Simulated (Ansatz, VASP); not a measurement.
# Two plane-wave programs on Rh

```xyz
1
Lattice="2.4450 0.0000 0.0000 0.0000 2.4450 0.0000 0.0000 0.0000 2.4450" Properties=species:S:1:pos:R:3 pbc="T T T"
Rh    0.0000    0.0000    0.0000
```

Alike in both runs: task single point; functional r2SCAN; k mesh 14 × 14 × 14; occupations fermi-dirac, width 0.1 eV; no spin polarisation.

|  | VASP | Ansatz |
| --- | --- | --- |
| version | VASP 6.6.1 | Ansatz 0.2.0 |
| potentials or method | VASP PAW PBE potentials, release 64 (Rh_sv_GW), cutoff 680 eV | plane waves (500 eV) with PAW, scalar-relativistic |
| valence electrons in the cell | 17 | 17 |

VASP gave:

```
pressure (GPa) : 20.6
```

Question: Which values does Ansatz return?

Answer: Pressure (GPa): 20.5.

VASP's potentials were made for PBE, not for r2SCAN. The functional is the same, so the differences come from potentials, cutoffs and numerics.
